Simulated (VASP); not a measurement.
# HCl in VASP: notebook

Runs on HCl. Level: PBE. Tasks: single point.

Everything below comes from runs of VASP 6.6.1. Logs are shortened: lines on timing, memory, paths and dates and some standing lists are left out, and cuts for length are marked.

**1. The cell of the first run**

The cell holds an amorphous packing of atoms, 12 atoms: a = 6.506 Å, b = 6.506 Å, c = 6.506 Å, α = 90.00°, β = 90.00°, γ = 90.00°.

**2. Single point, PBE**

Contents of INCAR:

```
SYSTEM = HCl
PREC     = Accurate       ! precision mode
ENCUT    = 520            ! plane-wave cutoff, eV
EDIFF    = 1E-6           ! SCF threshold, eV
ISMEAR   = -1             ! smearing method
SIGMA    = 0.02           ! smearing width, eV
LREAL    = .False.        ! projectors in reciprocal space
LASPH    = .True.         ! aspherical terms in the spheres
NELM     = 80             ! most SCF steps
ALGO     = Normal         ! electronic algorithm
ISIF     = 2              ! what is computed and relaxed
LWAVE    = .False.        ! write WAVECAR
LCHARG   = .True.         ! write CHGCAR
GGA      = PE             ! functional
LELF     = .True.         ! ELF
LVHAR    = .True.       
NBANDS   = 36             ! bands
```

Contents of KPOINTS:

```
regular mesh
0
Gamma
  1 1 1
  0 0 0
```

Contents of POSCAR:

```
HCl
1.0
    6.5061090000      0.0000000000      0.0000000000
    0.0000000000      6.5061090000      0.0000000000
    0.0000000000      0.0000000000      6.5061090000
Cl H
6 6
Direct
    1.0956168218      0.6792406610      0.5957466982
    0.6850180518      0.5686240646      0.9330743463
    0.4228666815      0.9219549018      0.2632938025
    0.2514999688      0.2356006745      0.8268430984
    0.7277298634      0.0498430698      0.6773701536
   -0.0074603673      0.2258424242      0.2652281380
    0.9251299537      0.6305955925      0.6957527947
    0.6457089287      0.3732724642      0.9101727617
    0.2595241466      1.0430820480      0.2733907695
    0.2196704079      0.4183752017      0.7449020311
    0.5773052263      0.0138055301      0.5447469948
   -0.0941917833      0.1606432677      0.4371771112
```

Potentials or basis: VASP PAW PBE potentials, release 64 (Cl, H).

Run with:

```
cat potpaw_PBE.64/Cl/POTCAR potpaw_PBE.64/H/POTCAR > POTCAR
mpirun -np 1 vasp_gam > vasp.out
```

OUTCAR:

```text
SYSTEM = HCl
   PREC = Accurate
   ENCUT = 520
   EDIFF = 1E-6
   ISMEAR = -1
   LREAL = .False.
   LASPH = .True.
   NELM = 80
   ISIF = 2
   GGA = PE

 ion  position               nearest neighbor table
   1  0.096  0.679  0.596-   7 1.32
   2  0.685  0.569  0.933-   8 1.30
   3  0.423  0.922  0.263-   9 1.32
   4  0.251  0.236  0.827-  10 1.32
   5  0.728  0.050  0.677-  11 1.33
   6  0.993  0.226  0.265-  12 1.32
   7  0.925  0.631  0.696-   1 1.32
   8  0.646  0.373  0.910-   2 1.30
   9  0.260  0.043  0.273-   3 1.32
  10  0.220  0.418  0.745-   4 1.32
  11  0.577  0.014  0.545-   5 1.33
  12  0.906  0.161  0.437-   6 1.32

  LATTYP: Found a simple cubic cell.
 ALAT       =     6.5061090000

  Lattice vectors:

 A1 = (   6.5061090000,   0.0000000000,   0.0000000000)
 A2 = (   0.0000000000,   6.5061090000,   0.0000000000)
 A3 = (   0.0000000000,   0.0000000000,   6.5061090000)

Analysis of symmetry for initial positions (statically):
=====================================================================
 Subroutine PRICEL returns:
 Original cell was already a primitive cell.

 Routine SETGRP: Setting up the symmetry group for a
 simple cubic supercell.

 Subroutine GETGRP returns: Found  1 space group operations
 (whereof  1 operations were pure point group operations)
 out of a pool of 48 trial point group operations.

The static configuration has the point symmetry C_1 .

Analysis of symmetry for dynamics (positions and initial velocities):
=====================================================================
 Subroutine PRICEL returns:
 Original cell was already a primitive cell.

 Routine SETGRP: Setting up the symmetry group for a
 simple cubic supercell.

 Subroutine GETGRP returns: Found  1 space group operations
 (whereof  1 operations were pure point group operations)
 out of a pool of 48 trial point group operations.

The dynamic configuration has the point symmetry C_1 .

 Subroutine INISYM returns: Found  1 space group operations
 (whereof  1 operations are pure point group operations),
[... 93 lines left out ...]
   LREAL  =      F    real-space projection
   EDIFFG = 0.1E-04   stopping-criterion for IOM
   NSW    =      0    number of steps for IOM
   IBRION =     -1    ionic relax: 0-MD 1-quasi-New 2-CG
   NFREE  =      0    steps in history (QN), initial steepest desc. (CG)
   ISIF   =      2    stress and relaxation
   ISYM   =      2    0-nonsym 1-usesym 2-fastsym
   POTIM  = 0.5000    time-step for ionic-motion
   TEBEG  =    0.0;   TEEND  =   0.0 temperature during run
   PSTRESS=    0.0 pullay stress
   NELECT =      48.0000    total number of electrons
   NUPDOWN=      -1.0000    fix difference up-down
   EMIN   =  10.00;   EMAX   =-10.00  energy-range for DOS
   EFERMI =   0.00;   METHOD = LEGACY
   ISMEAR =    -1;   SIGMA  =   0.02  broadening in eV -4-tet -1-fermi 0-gaus
   EFERMI_NEDOS =   21; number of points for ismear=-14 and -15
   IALGO  =     38    algorithm
   IMIX   =      4    mixing-type and parameters
     AMIX     =   0.40;   BMIX     =  1.00
     AMIX_MAG =   1.60;   BMIX_MAG =  1.00
  volume/ion in A,a.u.               =      22.95       154.87
  Fermi-wavevector in a.u.,A,eV,Ry     =   0.914465  1.728089 11.377829  0.836247
  Thomas-Fermi vector in A             =   2.039095
   LORBIT       =      0    0 simple, 1 ext, 2 COOP (PROOUT), +10 PAW based schemes
   GGA     = PE    functional components
   LHFCALC =     F    Hartree Fock is set to
   AEXX    =    0.0000 exact exchange contribution
   IVDW    =     0    specifies the selected vdW correction
   LEPSILON=     F    determine dielectric tensor
   LRPA    =     F    only Hartree local field effects (RPA)
 non-spin polarized calculation
  energy-cutoff  :      520.00
  volume of cell :      275.40
 maximum number of plane-waves:      3721
   NGX = 25   NGY = 25   NGZ = 25

 number of electron      47.9999997 magnetization

 Free energy of the ion-electron system (eV)
  ---------------------------------------------------
  ext. energy  EPLUGINS =         0.00000000
  ---------------------------------------------------
  free energy    TOTEN  =       -37.09884639 eV

  energy without entropy =      -37.09884639  energy(sigma->0) =      -37.09884639

 E-fermi :  -2.6159     XC(G=0):  -6.4345

 val. band max:       -3.1156084827   @ k =   0.0000   0.0000   0.0000
 cond. band min:       2.5359807672   @ k =   0.0000   0.0000   0.0000
 fundamental gap:      5.6515892499
 Fermi energy:        -2.6158732949

 k-point     1 :       0.0000    0.0000    0.0000
  band No.  band energies     occupation
      1     -17.4179      2.00000
      2     -17.0464      2.00000
      3     -16.8509      2.00000
      4     -16.7929      2.00000
      5     -16.6366      2.00000
      6     -16.4338      2.00000
[... 28 lines left out ...]
     35       6.8933      0.00000
     36       6.9921      0.00000

------------------------ aborting loop because EDIFF is reached ----------------------------------------

  FORCE on cell =-STRESS in cart. coord.  units (eV):
  Direction    XX          YY          ZZ          XY          YZ          ZX
  --------------------------------------------------------------------------------------
  -------------------------------------------------------------------------------------
  Total        1.0015346      1.0554923      0.9760262     -0.6525355     -0.0713002     -0.4980222
  in kB        5.8265640      6.1404706      5.6781657     -3.7962143     -0.4147985     -2.8973122
  external PRESSURE =       5.8817334 kB  Pullay stress =       0.0000000 kB

 VOLUME and BASIS-vectors are now :
 -----------------------------------------------------------------------------
  energy-cutoff  :      520.00
  volume of cell :      275.40
      direct lattice vectors                 reciprocal lattice vectors
     6.506109000  0.000000000  0.000000000     0.153701698  0.000000000  0.000000000
     0.000000000  6.506109000  0.000000000     0.000000000  0.153701698  0.000000000
     0.000000000  0.000000000  6.506109000     0.000000000  0.000000000  0.153701698

 POSITION                                       TOTAL-FORCE (eV/Angst)
 -----------------------------------------------------------------------------------
      0.62209      4.41921      3.87599        -0.312614     -0.112818      0.122032
      4.45680      3.69953      6.07068        -0.069629     -0.261177     -0.000202
      2.75122      5.99834      1.71302        -0.024360      0.037422     -0.000613
      1.63629      1.53284      5.37953        -0.019072      0.171137     -0.058286
      4.73469      0.32428      4.40704        -0.142637     -0.035174     -0.076271
      6.45757      1.46936      1.72560        -0.060227     -0.063190      0.134603
      6.01900      4.10272      4.52664         0.328300      0.113585     -0.119226
      4.20105      2.42855      5.92168         0.038071      0.281467      0.005344
      1.68849      0.28030      1.77871         0.044487     -0.050948      0.012553
      1.42920      2.72199      4.84641         0.001146     -0.170315      0.044408
      3.75601      0.08982      3.54418         0.149303      0.025225      0.104829
      5.89329      1.04516      2.84432         0.067232      0.064787     -0.169173
 -----------------------------------------------------------------------------------
    total drift:                               -0.000360      0.000438      0.000077

  FREE ENERGIE OF THE ION-ELECTRON SYSTEM (eV)
  ---------------------------------------------------
  free  energy   TOTEN  =       -37.0988463861 eV

  energy  without entropy=      -37.0988463860  energy(sigma->0) =      -37.09884639
```

OSZICAR:

```text
N       E                     dE             d eps       ncg     rms          rms(c)
DAV:   1     0.442641607943E+03    0.44264E+03   -0.21352E+04    72   0.114E+03
DAV:   2     0.170875811539E+02   -0.42555E+03   -0.40725E+03   108   0.227E+02
DAV:   3    -0.365258834566E+02   -0.53613E+02   -0.53222E+02    96   0.925E+01
DAV:   4    -0.376958779582E+02   -0.11700E+01   -0.11669E+01    88   0.162E+01
DAV:   5    -0.377212892540E+02   -0.25411E-01   -0.25385E-01    96   0.252E+00    0.179E+01
DAV:   6    -0.371861972298E+02    0.53509E+00   -0.78575E-01    88   0.347E+00    0.102E+01
DAV:   7    -0.371017797294E+02    0.84418E-01   -0.67794E-01    88   0.333E+00    0.220E+00
DAV:   8    -0.370994737296E+02    0.23060E-02   -0.68622E-02    80   0.121E+00    0.686E-01
DAV:   9    -0.370990396140E+02    0.43412E-03   -0.40923E-03    88   0.315E-01    0.261E-01
DAV:  10    -0.370989345267E+02    0.10509E-03   -0.14778E-03    80   0.170E-01    0.904E-02
DAV:  11    -0.370988877469E+02    0.46780E-04   -0.90753E-05    88   0.537E-02    0.631E-02
DAV:  12    -0.370988687248E+02    0.19022E-04   -0.42054E-05    80   0.298E-02    0.240E-02
DAV:  13    -0.370988498541E+02    0.18871E-04   -0.21407E-05    80   0.238E-02    0.108E-02
DAV:  14    -0.370988466993E+02    0.31548E-05   -0.20973E-06    72   0.841E-03    0.313E-03
DAV:  15    -0.370988463861E+02    0.31327E-06   -0.81779E-07    56   0.463E-03
   1 F= -.37098846E+02 E0= -.37098846E+02  d E =-.146284E-10
```

Run time: 20 s. Hardware: 1 thread of Intel Xeon Platinum 8259CL at 2.50GHz (Skylake/Cascade Lake), shared host; peak memory 0.29 GiB.

Results:

```yaml
Free_energy: -37.0988 eV
Pressure: 0.6 GPa
Largest_force: 0.367 eV/Å
Band_gap_on_the_k_mesh: 5.65 eV
```

Forces in eV/Å, atoms in the order of the input:
```
Cl  -0.313 -0.113  0.122
Cl  -0.070 -0.261  0.000
Cl  -0.024  0.037 -0.001
Cl  -0.019  0.171 -0.058
Cl  -0.143 -0.035 -0.076
Cl  -0.060 -0.063  0.135
H    0.328  0.114 -0.119
H    0.038  0.281  0.005
H    0.044 -0.051  0.013
H    0.001 -0.170  0.044
H    0.149  0.025  0.105
H    0.067  0.065 -0.169
```

Caveat: the k points lie up to 0.97 Å⁻¹ apart.

**3. Single point, PBE**

Contents of INCAR:

```
  ALGO = Normal
  EDIFF = 1E-6
  ENCUT = 520
  GGA = PE
  ISIF = 2
  ISMEAR = -1
  LASPH = T
  LCHARG = T
  LELF = T
  LREAL = F
  LVHAR = T
  LWAVE = F
  NBANDS = 36
  NELM = 100
  PREC = Accurate
  SIGMA = 0.02
```

Contents of KPOINTS:

```
k-points
0
Gamma
  1 1 1
```

Contents of POSCAR:

```
HCl
1.0
    6.5061090000      0.0000000000      0.0000000000
    0.0000000000      6.5061090000      0.0000000000
    0.0000000000      0.0000000000      6.5061090000
Cl H
6 6
Direct
    1.0787553667      0.6552610785      0.5355274558
    0.6273181098      0.5767809915      0.9511983276
    0.4404936960      0.9534423724      0.2982274044
    0.2919102646      0.2733123592      0.8263310682
    0.7239503673      0.0169379271      0.6978210786
    0.0012603539      0.2015336663      0.2343336086
    0.8896869081      0.6938863152      0.6376468639
    0.6443175176      0.4216806082      1.1110788338
    0.2353787802      0.9571926938      0.2804441180
    0.4175460325      0.4367894851      0.8439145425
    0.5451338119      0.0218563814      0.5983299696
   -0.1102041174      0.2188404775      0.4031902939
```

Potentials or basis: VASP PAW PBE potentials, release 64 (Cl, H).

Run with:

```
cat potpaw_PBE.64/Cl/POTCAR potpaw_PBE.64/H/POTCAR > POTCAR
mpirun -np 1 vasp_gam > vasp.out
```

Wall time 22 s (1 thread of Intel Xeon Platinum 8259CL at 2.50GHz (Skylake/Cascade Lake), shared host); peak memory 0.29 GiB.

The run converged. Its results:

```
Free energy            : -35.9046 eV
Pressure               : -0.4 GPa
Largest force          : 3.049 eV/Å
Band gap on the k mesh : 3.91 eV
```

Forces in eV/Å, atoms in the order of the input:
```
Cl  -2.244  0.422  1.110
Cl   1.088 -1.257  2.556
Cl  -0.800 -0.176 -0.333
Cl  -0.511 -0.217 -0.240
Cl  -0.130  0.118 -0.004
Cl  -0.769  0.333  0.420
H    2.217 -0.282 -1.188
H   -0.130  1.932 -2.259
H    0.903  0.095  0.171
H   -0.539 -0.661 -0.077
H    0.459 -0.046  0.239
H    0.456 -0.260 -0.395
```

Stress tensor (GPa, compression positive):
```
-0.59  0.61  1.12
 0.61  0.22  1.33
 1.12  1.33 -0.74
```

Levels at points of the mesh, in eV from the valence-band top:
```
           k point  band 21  band 22  band 23  band 24  band 25  band 26  band 27  band 28
(0.00, 0.00, 0.00)    -0.97    -0.72    -0.41     0.00     3.91     5.45     5.83     6.36
```

Caveat: the k points lie up to 0.97 Å⁻¹ apart.

**4. Single point, PBE**

Contents of INCAR:

```
PREC     = Accurate       # precision mode
ENCUT    = 520            # plane-wave cutoff, eV
EDIFF    = 1E-7           # SCF threshold, eV
ISMEAR   = -1             # smearing method
SIGMA    = 0.02           # smearing width, eV
LREAL    = False          # projectors in reciprocal space
LASPH    = True           # aspherical terms in the spheres
NELM     = 60             # most SCF steps
ALGO     = Normal         # electronic algorithm
ISIF     = 2              # what is computed and relaxed
LWAVE    = False          # write WAVECAR
LCHARG   = False          # write CHGCAR
GGA      = PE             # functional
NBANDS   = 36             # bands
```

Contents of KPOINTS:

```
regular mesh
0
Gamma
  1 1 1
```

Contents of POSCAR:

```
HCl
1.0
    6.5061090000      0.0000000000      0.0000000000
    0.0000000000      6.5061090000      0.0000000000
    0.0000000000      0.0000000000      6.5061090000
Cl H
6 6
Direct
    1.0327985590      0.6348494930      0.5382018654
    0.6695707065      0.5819146282      0.9662303537
    0.3917548876      0.9499687140      0.3046060249
    0.2839638869      0.2743267904      0.7967434914
    0.7159425088     -0.0040730950      0.7596552717
    0.0373495126      0.1950474546      0.2305986574
    1.1260340090      0.8057811512      0.6301154807
    0.6561525483      0.5353430138      1.1587571004
    0.5725695650      0.9295110180      0.4129503517
    0.2289847895      0.4417079394      0.6730751053
    0.6931792873      0.1831509432      0.8016926861
    0.1241756017      0.2367313551      0.3955513195
```

Run with:

```
cat potpaw_PBE.64/Cl/POTCAR potpaw_PBE.64/H/POTCAR > POTCAR
mpirun -np 1 vasp_gam > vasp.out
```

Run time: 21 s. Hardware: 1 thread of Intel Xeon Platinum 8259CL at 2.50GHz (Skylake/Cascade Lake), shared host; peak memory 0.29 GiB.

It converged, with:

- Free energy: -35.7941 eV
- Pressure: 0.9 GPa
- Largest force: 2.630 eV/Å
- Band gap on the k mesh: 4.57 eV

Forces on the atoms (eV/Å):
```
Cl   0.891  1.937  0.836
Cl   0.092 -0.367  0.617
Cl   2.342 -0.503  1.084
Cl  -0.420  1.242 -1.180
Cl   0.470 -0.668 -0.438
Cl  -1.607  0.057 -1.268
H   -1.015 -1.721 -1.031
H   -0.002 -0.069 -0.240
H   -1.511  0.167 -0.893
H    0.306 -1.350  1.102
H   -0.202  1.057  0.114
H    0.658  0.218  1.296
```

Stress tensor (GPa, compression positive):
```
 0.86 -1.13 -0.75
-1.13  1.10 -0.28
-0.75 -0.28  0.66
```

Levels at points of the mesh, in eV from the valence-band top:
| k point | band 20 | band 21 | band 22 | band 23 | band 24 | band 25 | band 26 | band 27 | band 28 | band 29 |
| --- | --- | --- | --- | --- | --- | --- | --- | --- | --- | --- |
| (0.00, 0.00, 0.00) | -0.64 | -0.54 | -0.29 | -0.09 | 0.00 | 4.57 | 5.57 | 6.39 | 6.69 | 6.94 |

Caveat: the k points lie up to 0.97 Å⁻¹ apart.
